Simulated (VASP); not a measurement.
# SrO (Fm-3m) in VASP: further runs

The runs below take SrO through dielectric tensor, with r2SCAN.

All numbers are computed with VASP 6.6.1; they aren't measurements. Logs are shortened: lines on timing, memory, paths and dates and some standing lists are left out, and cuts for length are marked.

**1. The cell of the first run**

Symmetry: Fm-3m, No. 225, cubic system. Conventional cell: a = 4.953 Å, b = 4.953 Å, c = 4.953 Å, α = 90.00°, β = 90.00°, γ = 90.00°. Within 3.3 Å of Sr (site symmetry m-3m) lie 6 O at 2.48 Å. Within 3.3 Å of O (site symmetry m-3m) lie 6 Sr at 2.48 Å.

**2. Dielectric tensor, r2SCAN (strain -4.0%)**

INCAR reads:

```
  PREC = Accurate
  ENCUT = 520
  EDIFF = 1E-8
  ISMEAR = 0
  SIGMA = 0.01
  LREAL = F
  LASPH = T
  NELM = 100
  ALGO = Normal
  ISIF = 2
  LWAVE = F
  LCHARG = F
  METAGGA = R2SCAN
  LMIXTAU = T
  LCALCEPS = T
```

KPOINTS reads:

```
Automatic mesh
0
Gamma
  8 8 8
```

POSCAR reads:

```
SrO
1.0
    0.0000000000      2.4766966328      2.4766966328
    2.4766966328      0.0000000000      2.4766966328
    2.4766966328      2.4766966328      0.0000000000
Sr O
1 1
Direct
    0.0000000000      0.0000000000      0.0000000000
    0.5000000000      0.5000000000      0.5000000000
```

Potentials or basis: VASP PAW PBE potentials, release 64 (Sr_sv, O).

Launch:

```
cat potpaw_PBE.64/Sr_sv/POTCAR potpaw_PBE.64/O/POTCAR > POTCAR
mpirun -np 1 vasp_std > vasp.out
```

OUTCAR:

```text
PREC = Accurate
   ENCUT = 520
   EDIFF = 1E-8
   ISMEAR = 0
   LREAL = F
   LASPH = T
   NELM = 100
   ISIF = 2
   METAGGA = R2SCAN

 ion  position               nearest neighbor table
   1  0.000  0.000  0.000-   2 2.48   2 2.48   2 2.48   2 2.48   2 2.48   2 2.48
   2  0.500  0.500  0.500-   1 2.48   1 2.48   1 2.48   1 2.48   1 2.48   1 2.48

  LATTYP: Found a face centered cubic cell.
 ALAT       =     4.9533932656

  Lattice vectors:

 A1 = (   0.0000000000,   2.4766966328,   2.4766966328)
 A2 = (   2.4766966328,   0.0000000000,   2.4766966328)
 A3 = (   2.4766966328,   2.4766966328,   0.0000000000)

Analysis of symmetry for initial positions (statically):
=====================================================================
 Subroutine PRICEL returns:
 Original cell was already a primitive cell.

 Routine SETGRP: Setting up the symmetry group for a
 face centered cubic supercell.

 Subroutine GETGRP returns: Found 48 space group operations
 (whereof 48 operations were pure point group operations)
 out of a pool of 48 trial point group operations.

The static configuration has the point symmetry O_h .

Analysis of symmetry for dynamics (positions and initial velocities):
=====================================================================
 Subroutine PRICEL returns:
 Original cell was already a primitive cell.

 Routine SETGRP: Setting up the symmetry group for a
 face centered cubic supercell.

 Subroutine GETGRP returns: Found 48 space group operations
 (whereof 48 operations were pure point group operations)
 out of a pool of 48 trial point group operations.

The dynamic configuration has the point symmetry O_h .

 Subroutine INISYM returns: Found 48 space group operations
 (whereof 48 operations are pure point group operations),
 and found     1 'primitive' translations

----------------------------------------------------------------------------------------

                                     Primitive cell

  volume of cell :      30.3842

  direct lattice vectors                    reciprocal lattice vectors
     0.000000000  2.476696633  2.476696633    -0.201881810  0.201881810  0.201881810
     2.476696633  0.000000000  2.476696633     0.201881810 -0.201881810  0.201881810
     2.476696633  2.476696633  0.000000000     0.201881810  0.201881810 -0.201881810

  length of vectors
     3.502577968  3.502577968  3.502577968     0.349669553  0.349669553  0.349669553

  position of ions in fractional coordinates (direct lattice)
     0.000000000  0.000000000  0.000000000
     0.500000000  0.500000000  0.500000000

  ion indices of the primitive-cell ions
   primitive index   ion index
                 1           1
                 2           2

----------------------------------------------------------------------------------------

 KPOINTS: Automatic mesh

Automatic generation of k-mesh.
 Grid dimensions read from file:
 generate k-points for:    8    8    8

 Generating k-lattice:

  Cartesian coordinates                     Fractional coordinates (reciprocal lattice)
    -0.025235226  0.025235226  0.025235226     0.125000000  0.000000000  0.000000000
     0.025235226 -0.025235226  0.025235226     0.000000000  0.125000000  0.000000000
     0.025235226  0.025235226 -0.025235226     0.000000000  0.000000000  0.125000000

  Length of vectors
     0.043708694  0.043708694  0.043708694

  Shift w.r.t. Gamma in fractional coordinates (k-lattice)
     0.000000000  0.000000000  0.000000000

 Subroutine IBZKPT returns following result:
 ===========================================

 Found     29 irreducible k-points:

 Following reciprocal coordinates:
            Coordinates               Weight
  0.000000  0.000000  0.000000      1.000000
  0.125000  0.000000  0.000000      8.000000
  0.250000  0.000000  0.000000      8.000000
  0.375000  0.000000  0.000000      8.000000
  0.500000  0.000000  0.000000      4.000000
  0.125000  0.125000  0.000000      6.000000
[... 16 lines left out ...]
  0.500000  0.250000  0.125000     48.000000
 -0.375000  0.250000  0.125000     24.000000
 [... further k-points ...]
   k-points           NKPTS =     29   k-points in BZ     NKDIM =     29   number of bands    NBANDS=     12
   number of dos      NEDOS =    301   number of ions     NIONS =      2
   total plane-waves  NPLWV =  21952
   dimension x,y,z NGX =    28 NGY =   28 NGZ =   28
   dimension x,y,z NGXF=    56 NGYF=   56 NGZF=   56
   ions per type =               1   1
   NGX,Y,Z   is equivalent  to a cutoff of  13.29, 13.29, 13.29 a.u.
   NGXF,Y,Z  is equivalent  to a cutoff of  26.58, 26.58, 26.58 a.u.
 SYSTEM =  unknown system
   PREC   = accura    normal or accurate (medium, high low for compatibility)
   ISTART =      0    job   : 0-new  1-cont  2-samecut
   ICHARG =      2    charge: 1-file 2-atom 10-const
   ISPIN  =      1    spin polarized calculation?
   LNONCOLLINEAR =      F non collinear calculations
   LSORBIT =      F    spin-orbit coupling
   LASPH  =      T    aspherical Exc in radial PAW
   ENCUT  =  520.0 eV  38.22 Ry    6.18 a.u.   6.51  6.51  6.51*2*pi/ulx,y,z
   NELM   =    100;   NELMIN=  2; NELMDL= -5     # of ELM steps
   EDIFF  = 0.1E-07   stopping-criterion for ELM
   LREAL  =      F    real-space projection
   EDIFFG = 0.1E-06   stopping-criterion for IOM
   NSW    =      0    number of steps for IOM
   IBRION =     -1    ionic relax: 0-MD 1-quasi-New 2-CG
   NFREE  =      0    steps in history (QN), initial steepest desc. (CG)
   ISIF   =      2    stress and relaxation
   ISYM   =      2    0-nonsym 1-usesym 2-fastsym
   POTIM  = 0.5000    time-step for ionic-motion
   TEBEG  =    0.0;   TEEND  =   0.0 temperature during run
   PSTRESS=    0.0 pullay stress
   NELECT =      16.0000    total number of electrons
   NUPDOWN=      -1.0000    fix difference up-down
   EMIN   =  10.00;   EMAX   =-10.00  energy-range for DOS
   EFERMI =   0.00;   METHOD = LEGACY
   ISMEAR =     0;   SIGMA  =   0.01  broadening in eV -4-tet -1-fermi 0-gaus
   EFERMI_NEDOS =   21; number of points for ismear=-14 and -15
   IALGO  =     38    algorithm
   IMIX   =      4    mixing-type and parameters
     AMIX     =   0.40;   BMIX     =  1.00
     AMIX_MAG =   1.60;   BMIX_MAG =  1.00
  volume/ion in A,a.u.               =      15.19       102.52
  Fermi-wavevector in a.u.,A,eV,Ry     =   1.322002  2.498221 23.778745  1.747688
  Thomas-Fermi vector in A             =   2.451715
   LORBIT       =      0    0 simple, 1 ext, 2 COOP (PROOUT), +10 PAW based schemes
   METAGGA = R2SCAN    functional components
   LHFCALC =     F    Hartree Fock is set to
   AEXX    =    0.0000 exact exchange contribution
   IVDW    =     0    specifies the selected vdW correction
   LEPSILON=     F    determine dielectric tensor
   LRPA    =     F    only Hartree local field effects (RPA)
   LRPA       =     F
 non-spin polarized calculation
 Gauss-broadening in eV      SIGMA  =   0.01
  energy-cutoff  :      520.00
  volume of cell :       30.38
 maximum number of plane-waves:       869
 NGX is ok and might be reduce to    28
   NGX = 13   NGY = 13   NGZ = 13

 Total electronic dipole moment: p[elc]=(    -0.00000    -0.00000    -0.00000 ) |e| Angst

 number of electron      16.0000005 magnetization

 Free energy of the ion-electron system (eV)
  ---------------------------------------------------
  ext. energy  EPLUGINS =         0.00000000
  ---------------------------------------------------
  free energy    TOTEN  =       -26.86814695 eV

  energy without entropy =      -26.86814695  energy(sigma->0) =      -26.86814695

 E-fermi :   2.0238     XC(G=0): -11.1777

 val. band max:        1.9161915018   @ k =   0.0000   0.5000   0.5000
 cond. band min:   10000.0000000000   @ k =   0.0000   0.0000   0.0000
 fundamental gap:   9998.0838084982
 Fermi energy:         2.0238222823

 k-point     1 :       0.0000    0.0000    0.0000
  band No.  band energies     occupation
      1     -31.2010      2.00000
      2     -14.2590      2.00000
      3     -12.0771      2.00000
      4     -12.0771      2.00000
      5     -12.0771      2.00000
      6       1.9043      2.00000
      7       1.9043      2.00000
      8       1.9043      2.00000
      9   10000.0000      0.00000
     10   10000.0000      0.00000
     11   10000.0000      0.00000
     12   10000.0000      0.00000

 k-point     2 :       0.1250    0.0000    0.0000
  band No.  band energies     occupation
      1     -31.1682      2.00000
      2     -14.5866      2.00000
      3     -12.0916      2.00000
      4     -12.0916      2.00000
      5     -11.8242      2.00000
      6       1.4480      2.00000
      7       1.6640      2.00000
      8       1.6640      2.00000
      9   10000.0000      0.00000
     10   10000.0000      0.00000
     11   10000.0000      0.00000
     12   10000.0000      0.00000

 k-point     3 :       0.2500    0.0000    0.0000
  band No.  band energies     occupation
      1     -31.0878      2.00000
      2     -15.2042      2.00000
      3     -12.1259      2.00000
      4     -12.1259      2.00000
      5     -11.3889      2.00000
      6       0.5628      2.00000
      7       1.1486      2.00000
      8       1.1487      2.00000
      9   10000.0000      0.00000
     10   10000.0000      0.00000
     11   10000.0000      0.00000
     12   10000.0000      0.00000
[... 286 lines left out ...]
 k-point    23 :       0.5000    0.2500    0.1250
  band No.  band energies     occupation
      1     -30.9648      2.00000
      2     -15.4442      2.00000
      3     -12.5894      2.00000
      4     -12.3211      2.00000
      5     -11.4082      2.00000
      6       0.2791      2.00000
      7       0.8116      2.00000
      8       1.4063      2.00000
      9   10000.0000      0.00000
     10   10000.0000      0.00000
     11   10000.0000      0.00000
     12   10000.0000      0.00000

 k-point    24 :      -0.3750    0.2500    0.1250
  band No.  band energies     occupation
      1     -30.9375      2.00000
      2     -15.5268      2.00000
      3     -12.6168      2.00000
      4     -12.4086      2.00000
      5     -11.3796      2.00000
      6       0.2221      2.00000
      7       0.9495      2.00000
      8       1.0807      2.00000
      9   10000.0000      0.00000
     10   10000.0000      0.00000
     11   10000.0000      0.00000
     12   10000.0000      0.00000

 [... further k-points ...]

------------------------ aborting loop because EDIFF is reached ----------------------------------------

            Ionic dipole moment: p[ion]=(   -14.86018   -14.86018   -14.86018 ) |e| Angst

 Total electronic dipole moment: p[elc]=(     0.00000     0.00000     0.00437 ) |e| Angst

 MACROSCOPIC STATIC DIELECTRIC TENSOR (including local field effects)
 ------------------------------------------------------
           3.604282     0.000000     0.000000
           0.000000     3.604282     0.000000
           0.000000     0.000000     3.604282
 ------------------------------------------------------

 PIEZOELECTRIC TENSOR (including local field effects) (e Angst)
          XX          YY          ZZ          XY          YZ          ZX
  --------------------------------------------------------------------------------
  x     0.00000     0.00000     0.00000     0.00000     0.00000     0.00000
  y     0.00000     0.00000     0.00000     0.00000     0.00000     0.00000
  z     0.00000     0.00000     0.00000     0.00000     0.00000     0.00000

 PIEZOELECTRIC TENSOR (including local field effects) (C/m^2)
          XX          YY          ZZ          XY          YZ          ZX
  --------------------------------------------------------------------------------
  x     0.00000     0.00000     0.00000     0.00000     0.00000     0.00000
  y     0.00000     0.00000     0.00000     0.00000     0.00000     0.00000
  z     0.00000     0.00000     0.00000     0.00000     0.00000     0.00000

 BORN EFFECTIVE CHARGES (including local field effects) (in |e|, cummulative output)
 ---------------------------------------------------------------------------------
 ion    1
    1     2.49228     0.00000     0.00000
    2    -0.00000     2.49228    -0.00000
    3    -0.00000    -0.00000     2.49228
 ion    2
    1    -2.49228    -0.00000    -0.00000
    2     0.00000    -2.49228     0.00000
    3     0.00000     0.00000    -2.49228

  FORCE on cell =-STRESS in cart. coord.  units (eV):
  Direction    XX          YY          ZZ          XY          YZ          ZX
  --------------------------------------------------------------------------------------
  -------------------------------------------------------------------------------------
  Total        3.0367925      3.0367925      3.0367925      0.0000000     -0.0000000     -0.0000000
  in kB      160.1316794    160.1316794    160.1316794      0.0000000     -0.0000000     -0.0000000
  external PRESSURE =     160.1316794 kB  Pullay stress =       0.0000000 kB

 VOLUME and BASIS-vectors are now :
 -----------------------------------------------------------------------------
  energy-cutoff  :      520.00
  volume of cell :       30.38
      direct lattice vectors                 reciprocal lattice vectors
     0.000000000  2.476696633  2.476696633    -0.201881810  0.201881810  0.201881810
     2.476696633  0.000000000  2.476696633     0.201881810 -0.201881810  0.201881810
     2.476696633  2.476696633  0.000000000     0.201881810  0.201881810 -0.201881810

 POSITION                                       TOTAL-FORCE (eV/Angst)
 -----------------------------------------------------------------------------------
      0.00000      0.00000      0.00000         0.000000      0.000000      0.000000
      2.47670      2.47670      2.47670        -0.000000     -0.000000     -0.000000
 -----------------------------------------------------------------------------------
    total drift:                                0.000000      0.000000      0.000000

  FREE ENERGIE OF THE ION-ELECTRON SYSTEM (eV)
  ---------------------------------------------------
  free  energy   TOTEN  =       -26.8681469529 eV

  energy  without entropy=      -26.8681469529  energy(sigma->0) =      -26.86814695
```

It took 51 min on 1 thread of Intel Xeon Platinum 8259CL at 2.50GHz (Skylake/Cascade Lake), shared host; peak memory 0.38 GiB.

What came out:

| Property | Result |
| --- | --- |
| Band gap on the k mesh | 3.64 eV |
| Electronic dielectric tensor (diagonal) | 3.60 |
| Born charges (mean of the diagonal) | Sr +2.49; O -2.49 e |

Electronic dielectric tensor:
```
3.60 0.00 0.00
0.00 3.60 0.00
0.00 0.00 3.60
```

Born effective charge tensors (e):
atom 1, Sr
```
2.49 0.00 0.00
0.00 2.49 0.00
0.00 0.00 2.49
```
atom 2, O
```
-2.49  0.00  0.00
 0.00 -2.49  0.00
 0.00  0.00 -2.49
```

Dipole moments of the cell (e·Å, modulo the quantum): ionic -14.860, -14.860, -14.860; electronic 0.000, 0.000, 0.004

Caveat: the cell differs from its parent crystal (strain -4.0%); the PAW data sets were made with another functional, which shifts forces and pressure a little.

[end of part 1 of 2]

The gap in the log of VASP goes by the Fermi energy; the results here count the filled bands.